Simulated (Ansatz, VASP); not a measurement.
One calculation of TiN, two programs

Contents of INCAR:

```
SYSTEM = TiN
PREC = Accurate ; ENCUT = 600
EDIFF = 1E-6 ; ISMEAR = -1
SIGMA = 0.1 ; LREAL = .False.
LASPH = .True. ; NELM = 120
ALGO = Normal ; ISIF = 2
LWAVE = .False. ; LCHARG = .False.
GGA = PS ; NBANDS = 16
GGA_COMPAT = .False.
```

File KPOINTS:

```
Automatic mesh
0
Gamma
  11 11 11
  0 0 0
```

File POSCAR:

```
TiN
1.0
    2.9967190000      0.0000000000      0.0000000000
    1.4983595000      2.5952347820      0.0000000000
    1.4983595000      0.8650782607      2.4468108175
Ti N
1 1
Direct
    0.0000000000      0.0000000000      0.0000000000
    0.5000000000      0.5000000000      0.5000000000
```

Input for Ansatz:

```yaml
crystal:
  lattice:
    a: 2.996719
    b: 2.996719
    c: 2.996719
    alpha: 60.0
    beta: 60.0
    gamma: 60.0
  atoms:
    - { symbol: Ti, position: [0.0, 0.0, 0.0] }
    - { symbol: "N", position: [0.5, 0.5, 0.5] }
kpoints:
  mp_grid:
    grid: [11, 11, 11]
hamiltonian:
  xc: pbesol
  pseudopotentials:
    kind: paw
scf:
  convergence:
    dr2_threshold: 1.0e-09
  occupations:
    method: fermi_dirac
output:
  forces: true
  stress: true
  eigenvalues: true
```

Alike in both runs: task single point; functional PBEsol; k mesh 11 × 11 × 11; no spin polarisation.

```csv
,VASP,Ansatz
version,VASP 6.6.1,Ansatz 0.2.0
potentials or method,"VASP PAW PBE potentials, release 64 (Ti_sv, N)","plane waves, PAW"
plane-wave cutoff (eV),600,420
occupations,"fermi-dirac, width 0.1 eV",fermi-dirac
valence electrons in the cell,17,17
```

|  | VASP | Ansatz | Ansatz less VASP |
| --- | --- | --- | --- |
| gap on the k mesh at the Fermi level (eV) | none | none | - |
| pressure (GPa) | -6.4 | -6.7 | -0.31 |

VASP's potentials were made for PBE, not for PBEsol. A gap of «none» marks a metal or a gap that the smearing closes. Ansatz's warnings: stress scf threshold loose.
